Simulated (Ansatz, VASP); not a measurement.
# Two plane-wave programs on Pt

INCAR

```
SYSTEM = Pt
  ALGO = Normal
  EDIFF = 1E-6
  ENCUT = 520
  GGA = CA
  ISIF = 2
  ISMEAR = -1
  LASPH = .TRUE.
  LCHARG = .TRUE.
  LELF = .TRUE.
  LREAL = .FALSE.
  LVHAR = .TRUE.
  LWAVE = .FALSE.
  NBANDS = 28
  NELM = 80
  PREC = Accurate
  SIGMA = 0.05
```

KPOINTS

```
k-points
0
G
  15 15 1
  0 0 0
```

The input POSCAR:

```
Pt
1.0
    2.7533987118      0.0000000000      0.0000000000
    0.0000000000      2.7533987118      0.0000000000
    0.0000000000      0.0000000000     21.8408000000
Pt
4
Direct
    0.2500000000      0.2500000000      0.3695088340
    0.7500000000      0.7500000000      0.4559661472
    0.2500000000      0.2500000000      0.5440338527
    0.7500000000      0.7500000000      0.6304911655
```

Input for Ansatz:

```yaml
crystal:
  lattice:
    - [2.7533987118, 0.0, 0.0]
    - [0.0, 2.7533987118, 0.0]
    - [0.0, 0.0, 21.8408]
  atoms:
    - { symbol: Pt, position: [0.25, 0.25, 0.369508834] }
    - { symbol: Pt, position: [0.75, 0.75, 0.4559661472] }
    - { symbol: Pt, position: [0.25, 0.25, 0.5440338527] }
    - { symbol: Pt, position: [0.75, 0.75, 0.6304911655] }
kpoints:
  mp_grid: { grid: [15, 15, 1] }
scf:
  occupations: { method: fermi_dirac, width: 0.05 }
hamiltonian:
  xc: lda
  pseudopotentials: { kind: paw }
output:
  forces: true
  stress: true
  eigenvalues: true
  core_levels:
    shells: { Pt: ["4f"] }
    counted_from: fermi_level
    add_spin: false
```

Alike in both runs: task single point; functional LDA; k mesh 15 × 15 × 1; occupations fermi-dirac, width 0.05 eV; no spin polarisation.

```csv
,VASP,Ansatz
version,VASP 6.6.1,Ansatz 0.2.0
potentials or method,"VASP PAW LDA potentials, release 64 (Pt)","PAW with Ansatz's default frozen-core files, scalar-relativistic"
plane-wave cutoff (eV),520,420
valence electrons in the cell,40,72
```

VASP gave:

* rms of the force components (eV/Å): 0.019

Problem. Estimate Ansatz's values.

Solution. rms of the force components (eV/Å): 0.001.

LDA's correlation is that of Perdew and Zunger in VASP and of Perdew and Wang (1992) in Ansatz. Atom by atom the forces differ by 0.018 eV/Å (rms over components). VASP's potentials hold 40 valence electrons a cell and Ansatz's 72, so a difference there can come from the potentials and not from the codes.

Spin-orbit coupling is off throughout.
